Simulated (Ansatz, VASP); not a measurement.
# CdS: VASP beside Ansatz

POSCAR

```
CdS
1.0
    0.0000000000      2.9392148400      2.9392148400
    2.9392148400      0.0000000000      2.9392148400
    2.9392148400      2.9392148400      0.0000000000
Cd S
1 1
Direct
    0.0000000000      0.0000000000      0.0000000000
    0.2500000000      0.2500000000      0.2500000000
```

File INCAR.step1:

```
SYSTEM = CdS
PREC = Accurate
ENCUT = 520
EDIFF = 1E-5
ISMEAR = 0
SIGMA = 0.01
LREAL = .FALSE.
LASPH = .TRUE.
NELM = 60
ALGO = Normal
ISIF = 2
LWAVE = .TRUE.
LCHARG = .FALSE.
NBANDS = 16
GGA = PE
```

INCAR.step2

```
SYSTEM = CdS
PREC = Accurate
ENCUT = 520
EDIFF = 1E-6
ISMEAR = 0
SIGMA = 0.01
LREAL = .FALSE.
LASPH = .TRUE.
NELM = 60
ALGO = Normal
ISIF = 2
LWAVE = .FALSE.
LCHARG = .FALSE.
GGA = PE
LHFCALC = .TRUE.
HFSCREEN = 0.2079
PRECFOCK = Normal
NBANDS = 16
ISTART = 1
```

File KPOINTS:

```
Automatic mesh
0
G
  4 4 4
  0 0 0
```

Input for Ansatz:

```yaml
crystal:
  lattice:
    - [0.0, 2.93921484, 2.93921484]
    - [2.93921484, 0.0, 2.93921484]
    - [2.93921484, 2.93921484, 0.0]
  atoms:
    - { symbol: Cd, position: [0.0, 0.0, 0.0] }
    - { symbol: S, position: [0.25, 0.25, 0.25] }
kpoints:
  mp_grid: { grid: [4, 4, 4] }
  band_path:
    path:
      - [0.0, 0.0, 0.0]
      - [-0.5, -0.5, 0.0]
      - [-0.375, -0.375, 0.25]
      - [-0.375, 0.0, 0.375]
      - [0.0, 0.0, 0.5]
      - [-0.5, -0.25, 0.25]
    npoints: 1
hamiltonian:
  xc: hse06
scf:
  occupations: { method: fixed }
  n_extra_bands: 4
output:
  forces: true
  stress: true
  eigenvalues: true
```

Alike in both runs: task single point; functional HSE06; k mesh 4 × 4 × 4; no spin polarisation.

|  | VASP | Ansatz |
| --- | --- | --- |
| version | VASP 6.6.1 | Ansatz 0.2.0 |
| potentials or method | VASP PAW PBE potentials, release 64 (Cd, S) | plane waves, PAW |
| plane-wave cutoff (eV) | 520 | 420 |
| occupations | gaussian, width 0.01 eV | fixed |
| valence electrons in the cell | 18 | 26 |

```tsv
	VASP	Ansatz	Ansatz less VASP
gap on the k mesh at the Fermi level (eV)	2.12	2.12	-0.004
pressure (GPa)	0.6	0.4	-0.28
```

VASP's potentials hold 18 valence electrons a cell and Ansatz's 26, so a difference there can come from the potentials and not from the codes. Ansatz's warnings: stress exchange threshold loose, stress scf threshold loose.

The k mesh is coarse, so the values compare programs but aren't converged.
